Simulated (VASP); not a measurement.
Input of a VASP 6.6.1 run:

The input POSCAR:

```
Ge32H19N
1.0
    8.0016200000      8.0016200000      0.0000000000
   -8.0016200000      8.0016200000      0.0000000000
    0.0000000000      0.0000000000     20.9129000000
Ge H N
32 19 1
Direct
   -0.3129650000      0.3132848000      0.3426049500
   -0.1878861500     -0.3178325000      0.3428340500
    0.0531949600     -0.0523347800      0.3615409300
    0.3185085200      0.1883721900      0.3427064100
   -0.0310140500     -0.4674388000      0.3827256300
    0.2121226500     -0.2122890500      0.3583378000
    0.4677450100      0.0313006600      0.3825829100
    0.5338138800     -0.5331845700      0.3829867500
   -0.1207933600      0.3859544000      0.3038977200
   -0.1189427500     -0.1268559200      0.3010686200
    0.1277068700      0.1192697700      0.3007580400
    0.3867357900      0.3811359900      0.3033083500
    0.1134717000     -0.3773298600      0.3028527200
    0.3775484700     -0.1136923100      0.3029401500
    0.6141532200      0.1212330600      0.3037388300
    0.6195813300     -0.3864634200      0.3031495800
   -0.0010438000      0.2510284300      0.2350227200
    0.0015817600     -0.2524346800      0.2284923300
    0.2527863800     -0.0019487600      0.2284148000
    0.5001530000      0.2492693100      0.2289066100
    0.2487460100     -0.4991911700      0.2357398000
    0.4993678600     -0.2488200200      0.2357431500
    0.7489782000      0.0011651300      0.2350345800
    0.7508883400     -0.5003695300      0.2289406300
   -0.1250000000      0.1250000000      0.1644630000
   -0.1250000000     -0.3750000000      0.1644630000
    0.1250000000     -0.1250000000      0.1644630000
    0.3750000000      0.1250000000      0.1644630000
    0.1250000000     -0.6250000000      0.1644630000
    0.3750000000     -0.3750000000      0.1644630000
    0.6250000000     -0.1250000000      0.1644630000
    0.6250000000     -0.6250000000      0.1644630000
   -0.0489780000      0.0489780000      0.1195430000
   -0.2010220000      0.2010220000      0.1195430000
   -0.0489780000     -0.4510220000      0.1195430000
   -0.2010220000     -0.2989780000      0.1195430000
    0.2010220000     -0.2010220000      0.1195430000
    0.0489780000     -0.0489780000      0.1195430000
    0.4510220000      0.0489780000      0.1195430000
    0.2989780000      0.2010220000      0.1195430000
    0.2010220000     -0.7010220000      0.1195430000
    0.0489780000     -0.5489780000      0.1195430000
    0.4510220000     -0.4510220000      0.1195430000
    0.2989780000     -0.2989780000      0.1195430000
    0.7010220000     -0.2010220000      0.1195430000
    0.5489780000     -0.0489780000      0.1195430000
    0.7010220000     -0.7010220000      0.1195430000
    0.5489780000     -0.5489780000      0.1195430000
    0.0152315500     -0.0142406600      0.4300398900
    0.3292785700     -0.2244322600      0.4575317000
    0.2359531800     -0.3376345000      0.4538110700
    0.2471580800     -0.2504228100      0.4432330200
```

Contents of INCAR.step1:

```
PREC     = Accurate       # precision mode
ENCUT    = 520            # plane-wave cutoff, eV
ISMEAR   = 0              # smearing method
SIGMA    = 0.03           # smearing width, eV
LREAL    = Auto         
LASPH    = T              # aspherical terms in the spheres
NELM     = 60             # most SCF steps
NBANDS   = 268            # bands
GGA      = PE             # functional
ALGO     = Normal         # electronic algorithm
EDIFF    = 1E-4           # SCF threshold, eV
LWAVE    = T              # write WAVECAR
LCHARG   = F              # write CHGCAR
NCORE    = 4
```

File INCAR.step2:

```
PREC     = Accurate       # precision mode
ENCUT    = 520            # plane-wave cutoff, eV
EDIFF    = 1E-7           # SCF threshold, eV
ISMEAR   = 0              # smearing method
SIGMA    = 0.03           # smearing width, eV
LREAL    = Auto         
LASPH    = T              # aspherical terms in the spheres
NELM     = 60             # most SCF steps
ALGO     = Normal         # electronic algorithm
ISIF     = 2              # what is computed and relaxed
LWAVE    = F              # write WAVECAR
LCHARG   = F              # write CHGCAR
METAGGA  = R2SCAN         # meta-GGA
LMIXTAU  = T            
LUSE_VDW = T            
IVDW_NL  = 2            
BPARAM   = 11.95        
CPARAM   = 0.0093       
NBANDS   = 268            # bands
ISTART   = 1            
NCORE    = 4
```

KPOINTS

```
regular mesh
0
Gamma
  1 1 1
```

Potentials or basis: VASP PAW PBE potentials, release 64 (Ge_d, H, N).

Launch:

```bash
$ cat potpaw_PBE.64/Ge_d/POTCAR potpaw_PBE.64/H/POTCAR potpaw_PBE.64/N/POTCAR > POTCAR
$ cp INCAR.step1 INCAR
$ mpirun -np 4 vasp_gam > vasp.out
$ cp INCAR.step2 INCAR
$ mpirun -np 4 vasp_gam > vasp.out
```

**Question.** Estimate the largest force.

**Answer.** 0.638 eV/Å.

**Question.** What does it give for the band gap on the k mesh?

**Answer.** 0.73 eV.

Forces in eV/Å, atoms in the order of the input:
```
Ge  -0.033  0.002 -0.086
Ge   0.046  0.004 -0.103
Ge  -0.035 -0.005  0.051
Ge   0.046  0.000 -0.098
Ge  -0.150 -0.005 -0.283
Ge   0.027 -0.001  0.162
Ge  -0.151  0.006 -0.287
Ge   0.153  0.000 -0.306
Ge  -0.129 -0.075 -0.030
Ge   0.154 -0.033 -0.043
Ge   0.153  0.024 -0.039
Ge   0.144 -0.103 -0.019
Ge  -0.081  0.069 -0.020
Ge  -0.089 -0.062 -0.024
Ge  -0.129  0.069 -0.023
Ge   0.138  0.100 -0.013
Ge   0.019  0.007 -0.012
Ge  -0.015 -0.025  0.007
Ge  -0.020  0.032  0.008
Ge  -0.013  0.002  0.041
Ge   0.001 -0.009 -0.019
Ge  -0.001  0.011 -0.020
Ge   0.019 -0.007 -0.013
Ge  -0.011 -0.004  0.035
Ge  -0.121  0.004  0.510
Ge   0.038  0.049 -0.623
Ge  -0.036 -0.002 -0.515
Ge   0.037 -0.062 -0.634
Ge   0.132  0.057  0.520
Ge  -0.153  0.005  0.603
Ge   0.136 -0.057  0.522
Ge  -0.112  0.001 -0.531
H   -0.145  0.000  0.145
H    0.254  0.001  0.144
H   -0.258 -0.038  0.072
H    0.271 -0.026  0.094
H   -0.272 -0.006  0.092
H    0.223  0.001  0.064
H   -0.258  0.047  0.070
H    0.271  0.025  0.093
H   -0.242 -0.010  0.134
H    0.182  0.005  0.145
H   -0.150 -0.001  0.128
H    0.258  0.001  0.135
H   -0.242  0.013  0.131
H    0.182 -0.001  0.145
H   -0.246 -0.003  0.115
H    0.228  0.002  0.081
H    0.088 -0.002 -0.199
H   -0.092 -0.200 -0.073
H   -0.129  0.179 -0.054
N    0.111  0.020 -0.182
```

Caveat: the k points lie up to 0.56 Å⁻¹ apart; there is no dipole correction, which matters where the two faces differ; the PAW data sets were made with another functional, which shifts forces and pressure a little.
